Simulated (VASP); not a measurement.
A run of VASP 6.6.1 is set up as follows.

Contents of INCAR:

```
AGGAC    = 1.0          
AGGAX    = 1.0          
ALDAC    = 0.0          
ALDAX    = 1.0          
ALGO     = Normal         # electronic algorithm
EDIFF    = 1E-6           # SCF threshold, eV
EDIFFG   = -0.01          # ionic threshold
ENCUT    = 600            # plane-wave cutoff, eV
GGA      = B5             # functional
IBRION   = 2              # ionic algorithm
ISIF     = 3              # what is computed and relaxed
ISMEAR   = -1             # smearing method
IVDW     = 13             # dispersion correction
LASPH    = T              # aspherical terms in the spheres
LCHARG   = F              # write CHGCAR
LREAL    = F              # projectors in reciprocal space
LWAVE    = F              # write WAVECAR
NELM     = 80             # most SCF steps
NSW      = 60             # ionic steps
PREC     = Accurate       # precision mode
SIGMA    = 0.05           # smearing width, eV
VDW_A1   = 0.44488865   
VDW_A2   = 4.0933009    
VDW_S6   = 1.0          
VDW_S8   = 2.34076671
```

File KPOINTS:

```
k-points
0
Gamma
  9 9 9
```

The input POSCAR:

```
Sn
1.0
   -2.9401404553      2.9401404553      1.5993019889
    2.9401404553     -2.9401404553      1.5993019889
    2.9401404553      2.9401404553     -1.5993019889
Sn
2
Direct
    0.0000000000      0.0000000000      0.0000000000
    0.7500000000      0.2500000000      0.5000000000
```

Potentials or basis: VASP PAW PBE potentials, release 64 (Sn_d).

Launch:

```sh
$ cat potpaw_PBE.64/Sn_d/POTCAR > POTCAR
$ mpirun -np 1 vasp_std > vasp.out
```

(1) Estimate the dispersion energy per atom.

(2) Predict the band gap on the k mesh.

(3) Predict the space group after relaxing (to 0.05 Å).

Answers

(1) -0.765 eV.

(2) zero (band 14 reaches 9.07 eV, above the bottom of band 15 at 5.36 eV).

(3) I4_1/amd (No. 141).

Caveat: spin-orbit coupling is left out, which moves the levels of the heavy elements.
